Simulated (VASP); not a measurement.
## BeNb2CuAg12: single point with PBE

The system is BeNb2CuAg12.

```
Ag Nb Be Cu
1.0
     6.51336   -0.30260   -0.04974
    -0.30260    6.24598   -0.02875
    -0.04974   -0.02875    6.50656
Ag Nb Be Cu
12 2 1 1
Cartesian
  3.0891 2.5506 5.2670
  1.6815 0.9250 3.8635
  3.1832 5.5373 2.1045
  0.0513 2.5502 1.8736
  5.0668 0.6561 0.2349
  6.1964 5.0431 5.0895
  4.9875 0.8773 3.7061
  0.2080 2.7121 5.4747
  4.5321 3.8613 0.4596
  4.8265 3.7450 3.3771
  2.7904 2.5004 1.9879
  2.9731 5.2976 5.1245
  0.0797 5.5390 1.9436
  1.5876 0.5585 0.3528
  1.5840 4.2233 0.3697
  1.4080 4.1419 3.6221
```

```json
{
 "Program": "VASP 6.6.1",
 "Task": "single point",
 "Functional": "PBE",
 "Potentials or basis": "VASP PAW PBE potentials, release 64 (Ag, Nb_sv, Be, Cu)",
 "Cutoff": "520 eV",
 "k mesh": "1 × 1 × 1, shifted",
 "Occupations": "fermi-dirac, width 0.05 eV",
 "Spin": "no spin polarisation"
}
```

```json
{"Pressure": "7.2 GPa", "Largest force": "1.040 eV/Å"}
```

Forces on the atoms (eV/Å):
```
Ag  -0.264 -0.537  0.003
Ag  -0.657 -0.488 -0.517
Ag  -0.700  0.255 -0.136
Ag   0.292  0.255 -0.163
Ag  -0.474 -0.002  0.105
Ag   0.019  0.847  0.492
Ag   0.230 -0.217 -0.010
Ag  -0.336 -0.624 -0.067
Ag   1.000  0.250  0.136
Ag  -0.541 -0.566  0.079
Ag   0.422 -0.141  0.080
Ag   0.660  0.649  0.476
Nb   0.047  0.620 -0.349
Nb   0.409  0.385  0.296
Be   0.063  0.145  0.130
Cu  -0.171 -0.832 -0.553
```

Stress tensor (GPa, compression positive):
```
7.44 6.15 3.79
6.15 6.57 2.74
3.79 2.74 7.47
```

Levels at points of the mesh, in eV from the Fermi level:
| k point | band 84 | band 85 | band 86 | band 87 | band 88 | band 89 |
| --- | --- | --- | --- | --- | --- | --- |
| (0.25, 0.25, 0.25) | -0.38 | -0.15 | -0.01 | 0.20 | 0.70 | 1.00 |

Run time: 98 s on 1 thread of Intel(R) Xeon(R) Platinum 8259CL CPU @ 2.50GHz (Skylake/Cascade Lake) (shared host), peak memory 0.34 GiB.

Caveat: the k points lie up to 1.01 Å⁻¹ apart.
